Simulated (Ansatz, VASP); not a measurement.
Al in VASP and in Ansatz

Contents of INCAR:

```
SYSTEM = Al
PREC = Accurate ; ENCUT = 500
EDIFF = 1E-6 ; ISMEAR = -1
SIGMA = 0.1 ; LREAL = .FALSE.
LASPH = .TRUE. ; NELM = 120
ALGO = Normal ; ISIF = 2
LWAVE = .FALSE. ; LCHARG = .TRUE.
GGA = PE ; LELF = .TRUE.
LVHAR = .TRUE. ; NBANDS = 12
GGA_COMPAT = .FALSE.
```

The input KPOINTS:

```
regular mesh
0
G
  9 9 12
  0 0 0
```

Contents of POSCAR:

```
Al
1.0
    4.5219171663      0.0000000000      0.0000000000
   -2.2609585831      3.9160951398      0.0000000000
    0.0000000000      0.0000000000      2.7978133257
Al
3
Direct
    1.0000000000      0.0000000000      0.0000000000
    0.3333333333      0.6666666667      0.5000000000
    0.6666666667      0.3333333333      0.5000000000
```

Input for Ansatz:

```yaml
crystal:
  lattice:
    - [4.5219171663, 0.0, 0.0]
    - [-2.2609585831, 3.9160951398, 0.0]
    - [0.0, 0.0, 2.7978133257]
  atoms:
    - { symbol: Al, position: [1.0, 0.0, 0.0] }
    - { symbol: Al, position: [0.3333333333, 0.6666666667, 0.5] }
    - { symbol: Al, position: [0.6666666667, 0.3333333333, 0.5] }
hamiltonian:
  xc: pbe
  pseudopotentials:
    kind: paw
    azcp:
      Al: "pseudopotentials/Al.paw.azcp"
basis:
  ecutwfc: 420
  fft_grid_basis: typed
kpoints:
  mp_grid: { grid: [9, 9, 12], shift: [0, 0, 0] }
magnetization:
  spin_polarized: false
scf:
  occupations: { method: fermi_dirac, width: 0.1 }
  lower_state_search: "off"
output:
  stress: true
```

Alike in both runs: task single point; functional PBE; k mesh 9 × 9 × 12; occupations fermi-dirac, width 0.1 eV; no spin polarisation.

|  | VASP | Ansatz |
| --- | --- | --- |
| version | VASP 6.6.1 | Ansatz 0.2.0 |
| potentials or method | VASP PAW PBE potentials, release 64 (Al), cutoff 500 eV | plane waves (420 eV) with PAW, scalar-relativistic |
| valence electrons in the cell | 9 | 9 |

|  | VASP | Ansatz | Ansatz less VASP |
| --- | --- | --- | --- |
| pressure (GPa) | 3.2 | 3.2 | +0.02 |
| traceless stress, the component that is largest in VASP (GPa) | -1.58 | -1.59 | -0.007 |
